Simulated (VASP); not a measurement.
# Cu (I4/mmm) in VASP: a series of runs, part 2 of 2

VASP 6.6.1. Earlier steps stand in the parts before.

## (6) Single point, PBEsol

This run uses another cell than the first one, of 12.37 Å³/atom, 1.110 times its volume.

INCAR

```
SYSTEM = Cu
PREC = Accurate ; ENCUT = 520
EDIFF = 1E-6 ; ISMEAR = -1
SIGMA = 0.05 ; LREAL = .False.
LASPH = .True. ; NELM = 100
ALGO = Normal ; ISIF = 2
LWAVE = .False. ; LCHARG = .False.
GGA = PS ; NBANDS = 12
```

KPOINTS

```
Automatic mesh
0
Gamma
  14 14 14
  0 0 0
```

POSCAR

```
Cu
1.0
   -1.4802847956      1.4802847956      1.4118392464
    1.4802847956     -1.4802847956      1.4118392464
    1.4802847956      1.4802847956     -1.4118392464
Cu
1
Direct
    0.0000000000      0.0000000000      0.0000000000
```

Potentials or basis: VASP PAW PBE potentials, release 64 (Cu).

On the command line:

```
> cat potpaw_PBE.64/Cu/POTCAR > POTCAR
> mpirun -np 1 vasp_std > vasp.out
```

OUTCAR:

```text
SYSTEM = Cu
   PREC = Accurate
   ENCUT = 520
   EDIFF = 1E-6
   ISMEAR = -1
   LREAL = .False.
   LASPH = .True.
   NELM = 100
   ISIF = 2
   GGA = PS

 ion  position               nearest neighbor table
   1  0.000  0.000  0.000-

  LATTYP: Found a body centered tetragonal cell.
 ALAT       =     2.9605695912
 C/A-ratio  =     0.9537619049

  Lattice vectors:

 A1 = (  -1.4802847956,   1.4802847956,   1.4118392464)
 A2 = (   1.4802847956,  -1.4802847956,   1.4118392464)
 A3 = (   1.4802847956,   1.4802847956,  -1.4118392464)

Analysis of symmetry for initial positions (statically):
=====================================================================
 Subroutine PRICEL returns:
 Original cell was already a primitive cell.

 Routine SETGRP: Setting up the symmetry group for a
 body centered tetragonal supercell.

 Subroutine GETGRP returns: Found 16 space group operations
 (whereof 16 operations were pure point group operations)
 out of a pool of 16 trial point group operations.

The static configuration has the point symmetry D_4h.

Analysis of symmetry for dynamics (positions and initial velocities):
=====================================================================
 Subroutine PRICEL returns:
 Original cell was already a primitive cell.

 Routine SETGRP: Setting up the symmetry group for a
 body centered tetragonal supercell.

 Subroutine GETGRP returns: Found 16 space group operations
 (whereof 16 operations were pure point group operations)
 out of a pool of 16 trial point group operations.

The dynamic configuration has the point symmetry D_4h.

 Subroutine INISYM returns: Found 16 space group operations
 (whereof 16 operations are pure point group operations),
 and found     1 'primitive' translations

----------------------------------------------------------------------------------------

                                     Primitive cell

  volume of cell :      12.3747

[... 107 lines left out ...]
  volume/ion in A,a.u.               =      12.37        83.51
  Fermi-wavevector in a.u.,A,eV,Ry     =   1.574081  2.974582 33.711585  2.477732
  Thomas-Fermi vector in A             =   2.675269
   LORBIT       =      0    0 simple, 1 ext, 2 COOP (PROOUT), +10 PAW based schemes
   GGA     = PS    functional components
   LHFCALC =     F    Hartree Fock is set to
   AEXX    =    0.0000 exact exchange contribution
   IVDW    =     0    specifies the selected vdW correction
   LEPSILON=     F    determine dielectric tensor
   LRPA    =     F    only Hartree local field effects (RPA)
 non-spin polarized calculation
  energy-cutoff  :      520.00
  volume of cell :       12.37
 maximum number of plane-waves:       346
   NGX =  9   NGY =  9   NGZ =  9

 number of electron      11.0000005 magnetization

 Free energy of the ion-electron system (eV)
  ---------------------------------------------------
  ext. energy  EPLUGINS =         0.00000000
  ---------------------------------------------------
  free energy    TOTEN  =        -4.23111357 eV

  energy without entropy =       -4.22644708  energy(sigma->0) =       -4.22878032

 E-fermi :   6.8251     XC(G=0): -12.6395

 val. band max:        6.8037293949   @ k =   0.2143   0.1429   0.1429
 cond. band min:       6.8266890690   @ k =   0.5000   0.1429   0.0714
 fundamental gap:      0.0229596741
 Fermi energy:         6.8251040200

 k-point     1 :       0.0000    0.0000    0.0000
  band No.  band energies     occupation
      1      -2.1944      2.00000
      2       3.7610      2.00000
      3       3.9347      2.00000
      4       3.9347      2.00000
      5       4.7216      2.00000
      6       4.9092      2.00000
      7      30.9191      0.00000
      8      30.9191      0.00000
      9      32.1521      0.00000
     10      34.0096      0.00000
     11      34.0096      0.00000
     12      34.5868      0.00000
[... 331 lines left out ...]
 k-point    24 :       0.2857    0.1429   -0.0000
  band No.  band energies     occupation
      1       1.9623      2.00000
      2       3.3072      2.00000
      3       3.8123      2.00000
      4       4.7012      2.00000
      5       5.0565      2.00000
      6       5.9039      2.00000
      7      15.4810      0.00000
      8      19.8987      0.00000
      9      23.8884      0.00000
     10      29.8297      0.00000
     11      33.7465      0.00000
     12      35.2396      0.00000

 [... further k-points ...]
[... 5 lines left out ...]
  --------------------------------------------------------------------------------------
  -------------------------------------------------------------------------------------
  Total       -0.8171309     -0.8171309     -0.8653767      0.0000000      0.0000000      0.0000000
  in kB     -105.7953130   -105.7953130   -112.0417703      0.0000000      0.0000000      0.0000000
  external PRESSURE =    -107.8774654 kB  Pullay stress =       0.0000000 kB

 VOLUME and BASIS-vectors are now :
 -----------------------------------------------------------------------------
  energy-cutoff  :      520.00
  volume of cell :       12.37
      direct lattice vectors                 reciprocal lattice vectors
    -1.480284796  1.480284796  1.411839246     0.000000000  0.337772840  0.354147968
     1.480284796 -1.480284796  1.411839246     0.337772840  0.000000000  0.354147968
     1.480284796  1.480284796 -1.411839246     0.337772840  0.337772840  0.000000000

 POSITION                                       TOTAL-FORCE (eV/Angst)
 -----------------------------------------------------------------------------------
      0.00000      0.00000      0.00000         0.000000     -0.000000      0.000000
 -----------------------------------------------------------------------------------
    total drift:                                0.000000     -0.000000      0.000000

  FREE ENERGIE OF THE ION-ELECTRON SYSTEM (eV)
  ---------------------------------------------------
  free  energy   TOTEN  =        -4.2311135717 eV

  energy  without entropy=       -4.2264470777  energy(sigma->0) =       -4.22878032
```

stdout:

```text
POSCAR found type information on POSCAR Cu
 POSCAR found :  1 types and       1 ions
 scaLAPACK will be used
 -----------------------------------------------------------------------------
|                                                                             |
|                                                                             |
|     You enforced a specific xc type in the INCAR file but a different       |
|     I HOPE YOU KNOW WHAT YOU ARE DOING!                                     |
|                                                                             |
 -----------------------------------------------------------------------------

 LDA part: xc-table for (Slater+PW92), standard interpolation
 POSCAR, INCAR and KPOINTS ok, starting setup
 FFT: planning ... GRIDC
 FFT: planning ... GRID_SOFT
 FFT: planning ... GRID
 WAVECAR not read
 entering main loop
```

It took 19 s on 1 thread of Intel Xeon 6975P-C, shared host; peak memory 0.15 GiB.

What came out:

```yaml
Free_energy: -4.2311 eV
Pressure: -10.8 GPa
```

Caveat: the PAW data sets were made with another functional, which shifts forces and pressure a little.

## (7) The runs side by side

| cell | gap on the mesh (eV) | pressure (GPa) |
| --- | --- | --- |
| a = 2.439 Å, angles 108.2, 108.2, 112.0°, 1 atom | none | 3.9 |
| a = 2.461 Å, angles 108.2, 108.2, 112.0°, 1 atom | none | -0.7 |
| a = 2.483 Å, angles 108.2, 108.2, 112.0°, 1 atom | none | -4.6 |
| a = 2.504 Å, angles 108.2, 108.2, 112.0°, 1 atom | none | -7.9 |
| a = 2.525 Å, angles 108.2, 108.2, 112.0°, 1 atom | none | -10.8 |

Alike in all rows: task single point; level PBEsol; potentials or basis VASP PAW PBE potentials, release 64 (Cu); no spin polarisation; k mesh 14 × 14 × 14; cutoff (eV) 520; smearing fermi-dirac 0.05 eV.

Caveats: the PAW data sets were made with another functional, which shifts forces and pressure a little.

Total energies depend on the potentials used, so only differences within one code and one set of settings carry meaning.
